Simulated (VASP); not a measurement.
CO2:

```
C O
1.0
     5.06931    0.00000    0.00000
     0.00000    5.06931    0.00000
     0.00000    0.00000    7.23203
C O
4 8
Direct
  0.98879 0.01121 0.75000
  0.01121 0.98879 0.25000
  0.51121 0.51121 0.50000
  0.48879 0.48879 0.00000
  0.67499 0.34761 0.49267
  0.32501 0.65239 0.99267
  0.84761 0.82501 0.24267
  0.15239 0.17499 0.74267
  0.65239 0.32501 0.00733
  0.34761 0.67499 0.50733
  0.82501 0.84761 0.75733
  0.17499 0.15239 0.25733
```

- Program: VASP 6.6.1
- Task: relaxation of cell and atoms
- Functional: PBE
- Dispersion: D3(BJ)
- Potentials or basis: VASP PAW PBE potentials, release 64 (C, O)
- Cutoff: 600 eV
- k mesh: 4 × 4 × 4
- Occupations: gaussian, width 0.02 eV
- Spin: no spin polarisation

At the start: pressure -0.1 GPa; volume 15.49 Å³/atom.

How do energy, volume and symmetry change on relaxing?

Over 38 steps the energy falls by 5.7 meV/atom and the volume is 15.21 Å³/atom (-1.8 %); space group P4_12_12 (No. 92, to 0.1 Å) before, P4_2/mnm (No. 136, to 0.1 Å).

Step by step:
| step | energy change (eV) | largest force (eV/Å) | pressure (GPa) | volume (Å³) |
| --- | --- | --- | --- | --- |
| 1 | 0.0000 | 0.0502 | -0.14 | 185.85 |
| 2 | 0.0029 | 0.3536 | 0.90 | 185.49 |
| 3 | -0.0004 | 0.0682 | 0.11 | 185.76 |
| 4 | -0.0017 | 0.0668 | 0.10 | 185.77 |
| 5 | -0.0057 | 0.0602 | 0.10 | 185.79 |
| 6 | -0.0130 | 0.0492 | 0.07 | 185.81 |
| 7 | -0.0255 | 0.0826 | 0.00 | 185.79 |
| 8 | -0.0434 | 0.1505 | -0.15 | 185.52 |
| 9 | -0.0463 | 0.2809 | -0.71 | 184.04 |
| 10 | -0.0514 | 0.2028 | -0.14 | 185.03 |
| 11 | -0.0543 | 0.1710 | -0.01 | 184.96 |
| 12 | -0.0593 | 0.1650 | 0.37 | 184.75 |
| 13 | -0.0543 | 0.4340 | 1.07 | 184.24 |
| 14 | -0.0598 | 0.2432 | 0.57 | 184.63 |
| 15 | -0.0612 | 0.1756 | 0.39 | 184.67 |
| 16 | -0.0624 | 0.0479 | 0.00 | 184.75 |
| 17 | -0.0624 | 0.0524 | 0.03 | 184.74 |
| 18 | -0.0625 | 0.0451 | 0.00 | 184.74 |
| 19 | -0.0627 | 0.0317 | -0.07 | 184.75 |
| 20 | -0.0627 | 0.0597 | -0.20 | 184.76 |
| 21 | -0.0628 | 0.0389 | -0.15 | 184.75 |
| 22 | -0.0630 | 0.0294 | -0.06 | 184.69 |
| 23 | -0.0630 | 0.0444 | 0.02 | 184.63 |
| 24 | -0.0632 | 0.0369 | -0.01 | 184.59 |
| 25 | -0.0636 | 0.0390 | -0.10 | 184.47 |
| 26 | -0.0638 | 0.0943 | -0.28 | 184.24 |
| 27 | -0.0638 | 0.0704 | -0.22 | 184.32 |
| 28 | -0.0639 | 0.0664 | -0.21 | 184.29 |
| 29 | -0.0641 | 0.0636 | -0.17 | 184.20 |
| 30 | -0.0645 | 0.0709 | -0.09 | 184.03 |
| 31 | -0.0648 | 0.0856 | 0.07 | 183.68 |
| 32 | -0.0651 | 0.0817 | 0.04 | 183.63 |
| 33 | -0.0659 | 0.0690 | -0.03 | 183.46 |
| 34 | -0.0669 | 0.0630 | -0.17 | 183.13 |
| 35 | -0.0664 | 0.1893 | -0.50 | 182.46 |
| 36 | -0.0672 | 0.1009 | -0.29 | 182.91 |
| 37 | -0.0674 | 0.0777 | -0.21 | 182.80 |
| 38 | -0.0679 | 0.0111 | 0.00 | 182.49 |

Final structure:
```
CELL_PARAMETERS angstrom
4.75525 0.00000 0.00000
0.00000 4.75525 0.00000
0.00000 0.00000 8.07051
ATOMIC_POSITIONS crystal
C 0.99940 0.00060 0.75000
C 0.00060 0.99940 0.25000
C 0.50060 0.50060 0.50000
C 0.49940 0.49940 0.00000
O 0.67521 0.32595 0.50078
O 0.32479 0.67405 0.00078
O 0.82595 0.82479 0.25078
O 0.17405 0.17521 0.75078
O 0.67405 0.32479 0.99922
O 0.32595 0.67521 0.49922
O 0.82479 0.82595 0.74922
O 0.17521 0.17405 0.24922
```
